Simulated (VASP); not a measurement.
Set up this calculation in VASP 6.6.1, as the native input.

| Property | Result |
| --- | --- |
| Task | single point |
| Functional | PBE |
| Potentials or basis | VASP PAW PBE potentials, release 64 (Ca_sv, O) |
| Cutoff | 600 eV |
| k mesh | 8 × 8 × 8 |
| Occupations | gaussian, width 0.01 eV |
| Spin | no spin polarisation |
| Dipole correction | no |
| Further INCAR settings | ALGO = Normal; EDIFF = 1e-06; NBANDS = 15 |

The structure of CaO lies in POSCAR:

```
CaO
1.0
    0.0000000000      2.3975501260      2.3975501260
    2.3975501260      0.0000000000      2.3975501260
    2.3975501260      2.3975501260      0.0000000000
Ca O
1 1
Direct
    0.0000000000      0.0000000000      0.0000000000
    0.5000000000      0.5000000000      0.5000000000
```

These files were run (other wordings do the same):

INCAR

```
SYSTEM = CaO
PREC = Accurate
ENCUT = 600
EDIFF = 1E-6
ISMEAR = 0
SIGMA = 0.01
LREAL = .False.
LASPH = .True.
NELM = 120
ALGO = Normal
ISIF = 2
LWAVE = .False.
LCHARG = .False.
GGA = PE
NBANDS = 15
GGA_COMPAT = .False.
```

KPOINTS

```
regular mesh
0
Gamma
  8 8 8
  0 0 0
```

Potentials or basis: VASP PAW PBE potentials, release 64 (Ca_sv, O).

Launch:

```bash
$ cat potpaw_PBE.64/Ca_sv/POTCAR potpaw_PBE.64/O/POTCAR > POTCAR
$ mpirun -np 1 vasp_std > vasp.out
```

Results of the run:

```json
{"Pressure": "2.9 GPa", "Band gap on the k mesh": "3.63 eV, indirect (least direct gap 4.01 eV)"}
```

Wall time 24 s on 1 thread of AMD EPYC 7R13 Processor (Zen 3), with other jobs on the host, peak memory 0.13 GiB.
